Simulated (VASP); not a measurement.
CO2, 6 atoms in the cell. The typed cell holds 6 atoms: a = 3.556 Å, b = 3.556 Å, c = 6.587 Å, α = 90.00°, β = 90.00°, γ = 84.34°. 

* Program: VASP 6.6.1
* Task: single point
* Functional: PBEsol
* Potentials or basis: VASP PAW PBE potentials, release 64 (C, O)
* Cutoff: 520 eV
* k mesh: 2 × 2 × 1
* Occupations: methfessel-paxton, width 0.1 eV
* Spin: no spin polarisation
* Dipole correction: no
* Further INCAR settings: ALGO = Normal; EDIFF = 1e-06; NBANDS = 25

Potentials or basis: VASP PAW PBE potentials, release 64 (C, O).

Run with:

```sh
$ cat potpaw_PBE.64/C/POTCAR potpaw_PBE.64/O/POTCAR > POTCAR
$ mpirun -np 1 vasp_std > vasp.out
```

Hardware: 1 thread of Intel(R) Xeon(R) Platinum 8259CL CPU @ 2.50GHz (Skylake/Cascade Lake) (shared host).

Q: How long does it take, and how much memory?

A: It took 16 s on 1 thread of Intel(R) Xeon(R) Platinum 8259CL CPU @ 2.50GHz (Skylake/Cascade Lake), on a shared host, peak memory 0.17 GiB. Counts: scf iterations 14, k points 4.
